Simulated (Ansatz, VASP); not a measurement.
# Al3BSb2 in VASP and in Ansatz

```
Al B Sb
1.0
     3.18989    0.00000    0.00000
     0.00000    3.18989    0.00000
     0.00000    0.00000   10.89120
Al B Sb
3 1 2
Direct
  0.50000 0.50000 0.11525
  0.50000 0.50000 0.50000
  0.50000 0.50000 0.88475
  0.00000 0.00000 0.00000
  0.00000 0.00000 0.31199
  0.00000 0.00000 0.68801
```

Change from the starting cell: species swapped into the Al3Ni2Pt type (P4/mmm, No. 123).

Alike in both runs: functional PBE; k mesh 5 × 5 × 2; occupations gaussian, width 0.2 eV; no spin polarisation.

Ansatz relaxed the structure, and its values are those at the end. VASP's run is a single point on that final structure, the one shown.

|  | VASP | Ansatz |
| --- | --- | --- |
| version | VASP 6.6.1 | Ansatz 0.2.0 |
| potentials or method | VASP PAW PBE potentials, release 64 (Al, B, Sb), cutoff 500 eV | scalar-relativistic, plane waves, PAW |
| valence electrons in the cell | 22 | 42 |

```tsv
	VASP	Ansatz	Ansatz less VASP
gap on the k mesh at the Fermi level (eV)	none	none	-
pressure (GPa)	0.4	0.4	-0.02
rms of the force components (eV/Å)	0.020	0.018	-0.0021
```

A gap of «none» marks a metal or a gap that the smearing closes. VASP's potentials hold 22 valence electrons a cell and Ansatz's 42, so a difference there can come from the potentials and not from the codes.

The k mesh is coarse, so the values compare programs but aren't converged. Neither program's run includes spin-orbit coupling.
